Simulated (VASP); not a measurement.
# Pb: relaxation of cell and atoms with PBE+D3(BJ)

Crystal: Pb.

```xyz
4
Lattice="3.5244 0.0000 0.0000 -1.7622 3.0522 0.0000 0.0000 0.0000 11.4952" Properties=species:S:1:pos:R:3 pbc="T T T"
Pb    0.0000    0.0000    0.0000
Pb    0.0000    2.0348    2.8738
Pb    0.0000    0.0000    5.7476
Pb    1.7622    1.0174    8.6214
```

This isn't the form of Pb at room conditions, which is fcc.

```json
{
  "Program": "VASP 6.6.1",
  "Task": "relaxation of cell and atoms",
  "Functional": "PBE",
  "Dispersion": "D3(BJ)",
  "Potentials or basis": "VASP PAW PBE potentials, release 64 (Pb_d)",
  "Cutoff": "600 eV",
  "k mesh": "15 × 15 × 4",
  "Occupations": "gaussian, width 0.1 eV",
  "Spin": "no spin polarisation",
  "Dipole correction": "no",
  "Further INCAR settings": "ALGO = Normal; EDIFF = 1e-06; IBRION = 2; EDIFFG = -0.005; NSW = 100; ISIF = 3"
}
```

```
Relaxed volume                        : 30.41 Å³/atom
Relaxed cell                          : a = 3.499 Å, b = 3.499 Å, c = 11.471 Å, α = 90.00°, β = 90.00°, γ = 120.00°
Space group after relaxing (to 0.1 Å) : P6_3/mmc (No. 194)
Energy gained by relaxing             : 1.2 meV/atom
Ionic steps                           : 6
Pressure after relaxing               : 0.0 GPa
Band gap on the k mesh                : zero (bands 28 and 29 overlap by 7.73 eV)
Dispersion energy per atom            : -0.408 eV
```

The path:
```csv
step,energy change (eV),largest force (eV/Å),pressure (GPa),volume (Å³)
1,0.0000,0.0000,-0.72,123.65
2,-0.0045,0.0000,0.18,121.19
3,-0.0048,0.0000,0.02,121.62
4,-0.0049,0.0000,-0.01,121.64
5,-0.0049,0.0000,-0.01,121.65
6,-0.0049,0.0000,0.00,121.65
```

Final structure:
```xyz
4
Lattice="3.4993 0.0000 0.0000 -1.7497 3.0305 0.0000 0.0000 0.0000 11.4711" Properties=species:S:1:pos:R:3 pbc="T T T"
Pb    0.0000    0.0000    0.0000
Pb    0.0000    2.0203    2.8678
Pb    0.0000    0.0000    5.7355
Pb    1.7497    1.0102    8.6033
```

Levels at points of the mesh, in eV from the Fermi level:
| k point | band 24 | band 25 | band 26 | band 27 | band 28 | band 29 | band 30 | band 31 | band 32 | band 33 |
| --- | --- | --- | --- | --- | --- | --- | --- | --- | --- | --- |
| (0.00, 0.00, 0.00) | -8.16 | -4.20 | 0.70 | 0.70 | 5.60 | 5.60 | 6.38 | 6.38 | 6.44 | 6.44 |
| (0.00, 0.00, 0.50) | -9.17 | -2.55 | -2.55 | 4.54 | 4.54 | 5.82 | 5.82 | 5.82 | 5.82 | 7.08 |

Wall time 8 min on 1 thread of Intel(R) Xeon(R) 6975P-C (Granite Rapids), on a shared host, peak memory 0.47 GiB.

Caveat: spin-orbit coupling is left out, which moves the levels of the heavy elements.
